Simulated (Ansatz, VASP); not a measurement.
## BeCu2GeSe4: VASP beside Ansatz

```
CELL_PARAMETERS angstrom
-2.74886 2.74886 5.35413
2.74886 -2.74886 5.35413
2.74886 2.74886 -5.35413
ATOMIC_POSITIONS crystal
Cu 0.00000 0.00000 0.00000
Cu 0.75000 0.25000 0.50000
Be 0.25000 0.75000 0.50000
Ge 0.50000 0.50000 0.00000
Se 0.12796 0.63169 0.02515
Se 0.36831 0.39346 0.49627
Se 0.60654 0.10281 0.97485
Se 0.89719 0.87204 0.50373
```

Alike in both runs: task single point; functional PBE; k mesh 6 × 6 × 6; no spin polarisation.

```csv
,VASP,Ansatz
version,VASP 6.6.1,Ansatz 0.2.0
potentials or method,"VASP PAW PBE potentials, release 64 (Cu, Be, Ge_d, Se)","plane waves, PAW"
plane-wave cutoff (eV),520,420
occupations,"gaussian, width 0.01 eV",fixed
valence electrons in the cell,62,118
```

```tsv
	VASP	Ansatz	Ansatz less VASP
gap on the k mesh at the Fermi level (eV)	0.35	0.34	-0.014
pressure (GPa)	2.3	2.1	-0.19
traceless stress, the component that is largest in VASP (GPa)	-0.05	-0.03	+0.019
rms of the force components (eV/Å)	0.014	0.015	+0.0011
```

Atom by atom the forces differ by 0.008 eV/Å (rms over components). VASP's potentials hold 62 valence electrons a cell and Ansatz's 118, so a difference there can come from the potentials and not from the codes.
